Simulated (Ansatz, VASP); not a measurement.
**CsPbCl3: VASP beside Ansatz**

```
CELL_PARAMETERS angstrom
5.60500 0.00000 0.00000
0.00000 5.60500 0.00000
0.00000 0.00000 5.60500
ATOMIC_POSITIONS crystal
Cs 0.00000 0.00000 0.00000
Pb 0.50000 0.50000 0.50000
Cl 0.50000 0.50000 0.00000
Cl 0.00000 0.50000 0.50000
Cl 0.50000 0.00000 0.50000
```

Alike in both runs: task electric field gradients; functional PBE; k mesh 5 × 5 × 5; no spin polarisation.

|  | VASP | Ansatz |
| --- | --- | --- |
| version | VASP 6.6.1 | Ansatz 0.2.0 |
| potentials or method | VASP PAW PBE potentials, release 64 (Cs_sv, Pb_d, Cl) | plane-wave PAW, scalar-relativistic |
| plane-wave cutoff (eV) | 520 | 420 |
| occupations | tetrahedron | tetrahedron-uncorrected |
| valence electrons in the cell | 44 | 44 |

|  | VASP | Ansatz | Ansatz less VASP |
| --- | --- | --- | --- |
| gap on the k mesh at the Fermi level (eV) | 2.96 | 2.95 | -0.009 |
| pressure (GPa) | 1.7 | 1.7 | +0.05 |
| size of Vzz on the site where it differs most (V/Å²) | 85.2 | 85.9 | +0.69 |

Ansatz's warnings: band table not solved further.

Neither program's run includes spin-orbit coupling.
